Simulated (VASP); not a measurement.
# Co (Fd-3m) in VASP: notebook, part 3 of 4

VASP 6.6.1. The steps go on from the part before.

## 4. Single point, BLYP

This run uses another cell than the first one, of 15.65 Å³/atom, 0.893 times its volume.

Contents of INCAR:

```
  AGGAC = 1.0
  AGGAX = 1.0
  ALDAC = 0.0
  ALDAX = 1.0
  ALGO = Normal
  EDIFF = 1E-6
  ENCUT = 520
  GGA = B5
  ISIF = 2
  ISMEAR = -1
  LASPH = T
  LCHARG = T
  LELF = T
  LREAL = F
  LVHAR = T
  LWAVE = F
  NBANDS = 16
  NELM = 80
  PREC = Accurate
  SIGMA = 0.1
```

Contents of KPOINTS:

```
k-points
0
Gamma
  18 18 18
```

Contents of POSCAR:

```
Co
1.0
    0.0000000000      2.5014464468      2.5014464468
    2.5014464468      0.0000000000      2.5014464468
    2.5014464468      2.5014464468      0.0000000000
Co
2
Direct
    0.1250000000      0.1250000000      0.1250000000
    0.8750000000      0.8750000000      0.8750000000
```

Potentials or basis: VASP PAW PBE potentials, release 64 (Co).

Launch:

```bash
$ cat potpaw_PBE.64/Co/POTCAR > POTCAR
$ mpirun -np 1 vasp_std > vasp.out
```

OUTCAR:

```text
EDIFF = 1E-6
   ENCUT = 520
   GGA = B5
   ISIF = 2
   ISMEAR = -1
   LASPH = T
   LREAL = F
   NELM = 80
   PREC = Accurate

 ion  position               nearest neighbor table
   1  0.125  0.125  0.125-   2 2.17   2 2.17   2 2.17   2 2.17
   2  0.875  0.875  0.875-   1 2.17   1 2.17   1 2.17   1 2.17

  LATTYP: Found a face centered cubic cell.
 ALAT       =     5.0028928936

  Lattice vectors:

 A1 = (   0.0000000000,   2.5014464468,   2.5014464468)
 A2 = (   2.5014464468,   0.0000000000,   2.5014464468)
 A3 = (   2.5014464468,   2.5014464468,   0.0000000000)

Analysis of symmetry for initial positions (statically):
=====================================================================
 Subroutine PRICEL returns:
 Original cell was already a primitive cell.

 Routine SETGRP: Setting up the symmetry group for a
 face centered cubic supercell.

 Subroutine GETGRP returns: Found 48 space group operations
 (whereof 12 operations were pure point group operations)
 out of a pool of 48 trial point group operations.

The static configuration has the point symmetry D_3d.
 The point group associated with its full space group is O_h .

Analysis of symmetry for dynamics (positions and initial velocities):
=====================================================================
 Subroutine PRICEL returns:
 Original cell was already a primitive cell.

 Routine SETGRP: Setting up the symmetry group for a
 face centered cubic supercell.

 Subroutine GETGRP returns: Found 48 space group operations
 (whereof 12 operations were pure point group operations)
 out of a pool of 48 trial point group operations.

The dynamic configuration has the point symmetry D_3d.
 The point group associated with its full space group is O_h .

 Subroutine INISYM returns: Found 48 space group operations
 (whereof 12 operations are pure point group operations),
 and found     1 'primitive' translations

----------------------------------------------------------------------------------------

                                     Primitive cell

  volume of cell :      31.3043

  direct lattice vectors                    reciprocal lattice vectors
     0.000000000  2.501446447  2.501446447    -0.199884351  0.199884351  0.199884351
     2.501446447  0.000000000  2.501446447     0.199884351 -0.199884351  0.199884351
     2.501446447  2.501446447  0.000000000     0.199884351  0.199884351 -0.199884351

  length of vectors
     3.537579491  3.537579491  3.537579491     0.346209852  0.346209852  0.346209852

  position of ions in fractional coordinates (direct lattice)
     0.125000000  0.125000000  0.125000000
     0.875000000  0.875000000  0.875000000

  ion indices of the primitive-cell ions
   primitive index   ion index
                 1           1
                 2           2

----------------------------------------------------------------------------------------

 KPOINTS: k-points

Automatic generation of k-mesh.
 Grid dimensions read from file:
 generate k-points for:   18   18   18

 Generating k-lattice:

  Cartesian coordinates                     Fractional coordinates (reciprocal lattice)
    -0.011104686  0.011104686  0.011104686     0.055555556  0.000000000  0.000000000
     0.011104686 -0.011104686  0.011104686     0.000000000  0.055555556  0.000000000
     0.011104686  0.011104686 -0.011104686     0.000000000  0.000000000  0.055555556

  Length of vectors
     0.019233881  0.019233881  0.019233881

  Shift w.r.t. Gamma in fractional coordinates (k-lattice)
     0.000000000  0.000000000  0.000000000

 Subroutine IBZKPT returns following result:
 ===========================================

 Found    195 irreducible k-points:

 Following reciprocal coordinates:
            Coordinates               Weight
  0.000000  0.000000  0.000000      1.000000
  0.055556  0.000000  0.000000      8.000000
  0.111111  0.000000  0.000000      8.000000
  0.166667  0.000000  0.000000      8.000000
  0.222222  0.000000  0.000000      8.000000
  0.277778  0.000000  0.000000      8.000000
[... 16 lines left out ...]
 -0.277778  0.055556  0.000000     24.000000
 -0.222222  0.055556  0.000000     24.000000
 [... further k-points ...]
   k-points           NKPTS =    195   k-points in BZ     NKDIM =    195   number of bands    NBANDS=     16
   number of dos      NEDOS =    301   number of ions     NIONS =      2
   total plane-waves  NPLWV =  21952
   dimension x,y,z NGX =    28 NGY =   28 NGZ =   28
   dimension x,y,z NGXF=    56 NGYF=   56 NGZF=   56
   ions per type =               2
   NGX,Y,Z   is equivalent  to a cutoff of  13.16, 13.16, 13.16 a.u.
   NGXF,Y,Z  is equivalent  to a cutoff of  26.32, 26.32, 26.32 a.u.
 SYSTEM =  unknown system
   PREC   = accura    normal or accurate (medium, high low for compatibility)
   ISTART =      0    job   : 0-new  1-cont  2-samecut
   ICHARG =      2    charge: 1-file 2-atom 10-const
   ISPIN  =      1    spin polarized calculation?
   LNONCOLLINEAR =      F non collinear calculations
   LSORBIT =      F    spin-orbit coupling
   LASPH  =      T    aspherical Exc in radial PAW
   ENCUT  =  520.0 eV  38.22 Ry    6.18 a.u.   6.58  6.58  6.58*2*pi/ulx,y,z
   NELM   =     80;   NELMIN=  2; NELMDL= -5     # of ELM steps
   EDIFF  = 0.1E-05   stopping-criterion for ELM
   LREAL  =      F    real-space projection
   EDIFFG = 0.1E-04   stopping-criterion for IOM
   NSW    =      0    number of steps for IOM
   IBRION =     -1    ionic relax: 0-MD 1-quasi-New 2-CG
   NFREE  =      0    steps in history (QN), initial steepest desc. (CG)
   ISIF   =      2    stress and relaxation
   ISYM   =      2    0-nonsym 1-usesym 2-fastsym
   POTIM  = 0.5000    time-step for ionic-motion
   TEBEG  =    0.0;   TEEND  =   0.0 temperature during run
   PSTRESS=    0.0 pullay stress
   NELECT =      18.0000    total number of electrons
   NUPDOWN=      -1.0000    fix difference up-down
   EMIN   =  10.00;   EMAX   =-10.00  energy-range for DOS
   EFERMI =   0.00;   METHOD = LEGACY
   ISMEAR =    -1;   SIGMA  =   0.10  broadening in eV -4-tet -1-fermi 0-gaus
   EFERMI_NEDOS =   21; number of points for ismear=-14 and -15
   IALGO  =     38    algorithm
   IMIX   =      4    mixing-type and parameters
     AMIX     =   0.40;   BMIX     =  1.00
     AMIX_MAG =   1.60;   BMIX_MAG =  1.00
  volume/ion in A,a.u.               =      15.65       105.63
  Fermi-wavevector in a.u.,A,eV,Ry     =   1.361333  2.572547 25.214701  1.853228
  Thomas-Fermi vector in A             =   2.487918
   LORBIT       =      0    0 simple, 1 ext, 2 COOP (PROOUT), +10 PAW based schemes
   GGA     = B5    functional components
   LHFCALC =     F    Hartree Fock is set to
   AEXX    =    0.0000 exact exchange contribution
   IVDW    =     0    specifies the selected vdW correction
   LEPSILON=     F    determine dielectric tensor
   LRPA    =     F    only Hartree local field effects (RPA)
 non-spin polarized calculation
  energy-cutoff  :      520.00
  volume of cell :       31.30
 maximum number of plane-waves:       872
   NGX = 13   NGY = 13   NGZ = 13

 number of electron      18.0000012 magnetization

 Free energy of the ion-electron system (eV)
  ---------------------------------------------------
  ext. energy  EPLUGINS =         0.00000000
  ---------------------------------------------------
  free energy    TOTEN  =       -10.18319623 eV

  energy without entropy =      -10.02726683  energy(sigma->0) =      -10.10523153

 E-fermi :   6.2218     XC(G=0): -10.4643

 val. band max:        6.2211645895   @ k =   0.5000   0.2778   0.1111
 cond. band min:       6.2270310660   @ k =   0.4444   0.1111   0.0556
 fundamental gap:      0.0058664764
 Fermi energy:         6.2217721338

 k-point     1 :       0.0000    0.0000    0.0000
  band No.  band energies     occupation
      1      -0.2729      2.00000
      2       3.4012      2.00000
      3       3.4012      2.00000
      4       3.5524      2.00000
      5       3.5524      2.00000
      6       3.5524      2.00000
[... 8 lines left out ...]
     15      19.4077      0.00000
     16      19.4077      0.00000
[... 419 lines left out ...]
 k-point    24 :      -0.2222    0.0556    0.0000
  band No.  band energies     occupation
      1       0.8258      2.00000
      2       3.1570      2.00000
      3       3.3232      2.00000
      4       3.6167      2.00000
      5       3.8045      2.00000
      6       3.9539      2.00000
[... 8 lines left out ...]
     15      19.7014      0.00000
     16      20.4056      0.00000

 [... further k-points ...]
[... 5 lines left out ...]
  --------------------------------------------------------------------------------------
  -------------------------------------------------------------------------------------
  Total       -0.0744403     -0.0744403     -0.0744403     -0.0000000      0.0000000      0.0000000
  in kB       -3.8099140     -3.8099140     -3.8099140     -0.0000000      0.0000000      0.0000000
  external PRESSURE =      -3.8099140 kB  Pullay stress =       0.0000000 kB

 VOLUME and BASIS-vectors are now :
 -----------------------------------------------------------------------------
  energy-cutoff  :      520.00
  volume of cell :       31.30
      direct lattice vectors                 reciprocal lattice vectors
     0.000000000  2.501446447  2.501446447    -0.199884351  0.199884351  0.199884351
     2.501446447  0.000000000  2.501446447     0.199884351 -0.199884351  0.199884351
     2.501446447  2.501446447  0.000000000     0.199884351  0.199884351 -0.199884351

 POSITION                                       TOTAL-FORCE (eV/Angst)
 -----------------------------------------------------------------------------------
      0.62536      0.62536      0.62536         0.000000     -0.000000     -0.000000
      4.37753      4.37753      4.37753        -0.000000      0.000000      0.000000
 -----------------------------------------------------------------------------------
    total drift:                                0.000000      0.000000     -0.000000

  FREE ENERGIE OF THE ION-ELECTRON SYSTEM (eV)
  ---------------------------------------------------
  free  energy   TOTEN  =       -10.1831962292 eV

  energy  without entropy=      -10.0272668311  energy(sigma->0) =      -10.10523153
```

OSZICAR:

```text
N       E                     dE             d eps       ncg     rms          rms(c)
DAV:   1     0.852169157668E+02    0.85217E+02   -0.82390E+03  6240   0.138E+03
DAV:   2    -0.917544189818E+01   -0.94392E+02   -0.85349E+02  6296   0.232E+02
DAV:   3    -0.115974484406E+02   -0.24220E+01   -0.23741E+01  7360   0.525E+01
DAV:   4    -0.116357190095E+02   -0.38271E-01   -0.38261E-01  8888   0.524E+00
DAV:   5    -0.116360220927E+02   -0.30308E-03   -0.30307E-03  7672   0.482E-01    0.106E+01
DAV:   6    -0.110350985119E+02    0.60092E+00   -0.13050E+01  7224   0.640E+01    0.714E+00
DAV:   7    -0.102013893144E+02    0.83371E+00   -0.33389E+00  7312   0.297E+01    0.147E+00
DAV:   8    -0.101859378076E+02    0.15452E-01   -0.27582E-02  8232   0.183E+00    0.577E-01
DAV:   9    -0.101832156694E+02    0.27221E-02   -0.42731E-03  9072   0.941E-01    0.100E-01
DAV:  10    -0.101831909628E+02    0.24707E-04   -0.19321E-04  7376   0.198E-01    0.253E-02
DAV:  11    -0.101831958085E+02   -0.48457E-05   -0.15822E-05  6992   0.441E-02    0.495E-03
DAV:  12    -0.101831962292E+02   -0.42072E-06   -0.51961E-07  6064   0.566E-03
   1 F= -.10183196E+02 E0= -.10105232E+02  d E =-.155929E+00
```

stdout:

```text
POSCAR found type information on POSCAR Co
 POSCAR found :  1 types and       2 ions
 scaLAPACK will be used
 -----------------------------------------------------------------------------
|                                                                             |
|                                                                             |
|     You enforced a specific xc type in the INCAR file but a different       |
|     I HOPE YOU KNOW WHAT YOU ARE DOING!                                     |
|                                                                             |
 -----------------------------------------------------------------------------

 LDA part: xc-table for (Slater(with rela. corr.)+VWN5), standard interpolation
 POSCAR, INCAR and KPOINTS ok, starting setup
 FFT: planning ... GRIDC
 FFT: planning ... GRID_SOFT
 FFT: planning ... GRID
 WAVECAR not read
 entering main loop
```

Wall time 68 s (1 thread of Intel Xeon 6975P-C, shared host); peak memory 0.22 GiB.

What came out:

| Quantity | Value |
| --- | --- |
| Free energy | -10.1832 eV |
| Pressure | -0.4 GPa |
| Band gap on the k mesh | zero (band 9 reaches 6.65 eV, above the bottom of band 10 at 5.93 eV) |

Levels at points of the mesh, in eV from the Fermi level:
| k point | band 7 | band 8 | band 9 | band 10 | band 11 | band 12 |
| --- | --- | --- | --- | --- | --- | --- |
| (0.00, 0.00, 0.00) | -0.98 | -0.98 | -0.98 | 0.25 | 0.25 | 12.87 |
| (0.50, 0.00, 0.00) | -1.21 | -0.56 | -0.56 | 0.07 | 0.07 | 1.38 |
| (0.50, 0.50, 0.00) | -1.24 | -1.24 | 0.23 | 0.23 | 1.83 | 1.83 |

Caveat: the PAW data sets were made with another functional, which shifts forces and pressure a little; the run has no spin polarisation, though such a crystal can be magnetic.

## 5. Single point, BLYP, collinear spin, ferromagnetic start

This run uses another cell than the first one, of 17.14 Å³/atom, 0.978 times its volume.

Contents of INCAR:

```
PREC = Accurate ; ENCUT = 520
EDIFF = 1E-7 ; ISMEAR = -1
SIGMA = 0.05 ; LREAL = F
LASPH = T ; NELM = 150
ALGO = Normal ; ISIF = 2
LWAVE = F ; LCHARG = T
ISPIN = 2 ; MAGMOM = 1.7 1.7
LORBIT = 11 ; LMAXMIX = 4
GGA = B5 ; ALDAX = 1.0
AGGAX = 1.0 ; AGGAC = 1.0
ALDAC = 0.0 ; LELF = T
LVHAR = T ; NBANDS = 20
```

Contents of KPOINTS:

```
regular mesh
0
Gamma
  11 11 11
```

Contents of POSCAR:

```
Co
1.0
    0.0000000000      2.5781953392      2.5781953392
    2.5781953392      0.0000000000      2.5781953392
    2.5781953392      2.5781953392      0.0000000000
Co
2
Direct
    0.1250000000      0.1250000000      0.1250000000
    0.8750000000      0.8750000000      0.8750000000
```

Launch:

```bash
$ cat potpaw_PBE.64/Co/POTCAR > POTCAR
$ mpirun -np 1 vasp_std > vasp.out
```

Wall time 86 s (1 thread of Intel Xeon 6975P-C, shared host); peak memory 0.2 GiB.

It converged, with:

| Property | Result |
| --- | --- |
| Free energy | -10.2851 eV |
| Pressure | -0.3 GPa |
| Net moment | 3.40 μB per cell |
| Site moments | Co +1.70 μB |
| Valence electrons inside the program's atomic spheres | Co 8.16 |

Levels at points of the mesh, in eV from the Fermi level:
Spin up:
```
           k point  band 9  band 10  band 11  band 12  band 13  band 14
(0.00, 0.00, 0.00)   -1.55    -0.66    -0.66    11.79    11.79    11.79
```
Spin down:
```tsv
k point	band 4	band 5	band 6	band 7	band 8	band 9	band 10	band 11
(0.00, 0.00, 0.00)	-1.61	-1.59	-1.59	0.01	0.01	0.01	1.33	1.33
```

Caveat: the PAW data sets were made with another functional, which shifts forces and pressure a little.

[end of part 3 of 4]
